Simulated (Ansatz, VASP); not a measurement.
HgTe: VASP beside Ansatz

The input INCAR:

```
PREC     = Accurate       # precision mode
ENCUT    = 500            # plane-wave cutoff, eV
EDIFF    = 1E-6           # SCF threshold, eV
ISMEAR   = -1             # smearing method
SIGMA    = 0.05           # smearing width, eV
LREAL    = F              # projectors in reciprocal space
LASPH    = T              # aspherical terms in the spheres
NELM     = 120            # most SCF steps
ALGO     = Normal         # electronic algorithm
ISIF     = 2              # what is computed and relaxed
LWAVE    = F              # write WAVECAR
LCHARG   = T              # write CHGCAR
GGA      = LIBXC          # functional
LIBXC1   = GGA_X_B88    
LIBXC2   = GGA_C_PBE    
LELF     = T              # ELF
LVHAR    = T            
NBANDS   = 16             # bands
GGA_COMPAT= F
```

The input KPOINTS:

```
regular mesh
0
Gamma
  7 7 7
```

The input POSCAR:

```
HgTe
1.0
    0.0000000000      3.2775454177      3.2775454177
    3.2775454177      0.0000000000      3.2775454177
    3.2775454177      3.2775454177      0.0000000000
Hg Te
1 1
Direct
    0.0000000000      0.0000000000      0.0000000000
    0.7500000000      0.7500000000      0.7500000000
```

File input.yaml:

```yaml
crystal:
  lattice:
    - [0.0, 3.2775454177, 3.2775454177]
    - [3.2775454177, 0.0, 3.2775454177]
    - [3.2775454177, 3.2775454177, 0.0]
  atoms:
    - { symbol: Hg, position: [0.0, 0.0, 0.0] }
    - { symbol: Te, position: [0.75, 0.75, 0.75] }
hamiltonian:
  xc: { exchange: b88, correlation: pbe }
  pseudopotentials: { kind: paw }
kpoints:
  mp_grid: { grid: [7, 7, 7] }
scf:
  occupations: { method: fermi_dirac, width: 0.05 }
output:
  forces: true
  stress: true
  eigenvalues: true
  write_density: true
  write_potential: true
  elf: true
  volumetric_format: npy
```

Alike in both runs: task single point; functional b88 exchange, pbe correlation; k mesh 7 × 7 × 7; occupations fermi-dirac, width 0.05 eV; no spin polarisation.

|  | VASP | Ansatz |
| --- | --- | --- |
| version | VASP 6.6.1 | Ansatz 0.2.0 |
| potentials or method | VASP PAW PBE potentials, release 64 (Hg, Te) | Ansatz PAW |
| plane-wave cutoff (eV) | 500 | 420 |
| valence electrons in the cell | 18 | 36 |

|  | VASP | Ansatz | Ansatz less VASP |
| --- | --- | --- | --- |
| gap on the k mesh at the Fermi level (eV) | none | none | - |
| pressure (GPa) | 1.7 | 1.6 | -0.06 |

VASP's potentials were made for PBE, not for b88 exchange, pbe correlation. A gap of «none» marks a metal or a gap that the smearing closes. With one functional, cell and mesh, what is left measures potentials, basis and numerics. VASP's potentials hold 18 valence electrons a cell and Ansatz's 36, so a difference there can come from the potentials and not from the codes.

Neither program's run includes spin-orbit coupling.
